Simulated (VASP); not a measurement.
Set up this calculation in VASP 6.6.1, as the native input.

* Task: single point
* Functional: r2SCAN
* Potentials or basis: VASP PAW PBE potentials, release 64 (Re)
* Cutoff: 660 eV
* k mesh: 10 × 5 × 5
* Occupations: methfessel-paxton, width 0.1234 eV
* Spin: no spin polarisation
* Dipole correction: no
* Further INCAR settings: ALGO = Normal; EDIFF = 1e-06; NBANDS = 22

Re:

```
Re
1.0
     2.57864    0.00000    0.00000
    -2.57864    4.46635    0.00000
     0.00000    0.00000    4.12322
Re
4
Direct
  0.33333 0.33333 0.25000
  0.33333 0.83334 0.25000
  0.66666 0.16667 0.75000
  0.66666 0.66666 0.75000
```

The input as run:

POSCAR

```
Re
1.0
    2.5786444200      0.0000000000      0.0000000000
   -2.5786444200      4.4663480600      0.0000000000
    0.0000000000      0.0000000000      4.1232156800
Re
4
Direct
    0.3333300000      0.3333350000      0.2500000000
    0.3333300000      0.8333350000      0.2500000000
    0.6666600000      0.1666650000      0.7500000000
    0.6666600000      0.6666650000      0.7500000000
```

INCAR.step1

```
SYSTEM = Re
ALGO = Normal ; EDIFF = 1E-5
ENCUT = 660 ; GGA = PE
GGA_COMPAT = .FALSE. ; ISMEAR = 1
LASPH = .TRUE. ; LCHARG = .FALSE.
LREAL = .FALSE. ; LWAVE = .TRUE.
NBANDS = 22 ; NELM = 120
PREC = Accurate ; SIGMA = 0.1234
```

INCAR.step2

```
SYSTEM = Re
ALGO = Normal ; EDIFF = 1E-6
ENCUT = 660 ; GGA_COMPAT = .FALSE.
ISIF = 2 ; ISMEAR = 1
ISTART = 1 ; LASPH = .TRUE.
LCHARG = .FALSE. ; LMIXTAU = .TRUE.
LREAL = .FALSE. ; LWAVE = .FALSE.
METAGGA = R2SCAN ; NBANDS = 22
NELM = 120 ; PREC = Accurate
SIGMA = 0.1234
```

KPOINTS

```
k-points
0
G
  10 5 5
  0 0 0
```

Potentials or basis: VASP PAW PBE potentials, release 64 (Re).

The run is started by

```bash
$ cat potpaw_PBE.64/Re/POTCAR > POTCAR
$ cp INCAR.step1 INCAR
$ mpirun -np 1 vasp_std > vasp.out
$ cp INCAR.step2 INCAR
$ mpirun -np 1 vasp_std > vasp.out
```

It gave:

* Pressure: 133.7 GPa
* Band gap on the k mesh: zero (bands 14 and 15 overlap by 2.44 eV)

Caveat: the stress differs along the axes, from 130 to 140 GPa; the PAW data sets were made with another functional, which shifts forces and pressure a little; spin-orbit coupling is left out, which moves the levels of the heavy elements.

It took 3.3 min on 1 thread of Intel(R) Xeon(R) Platinum 8375C CPU @ 2.90GHz (Ice Lake) (shared host), peak memory 0.23 GiB.
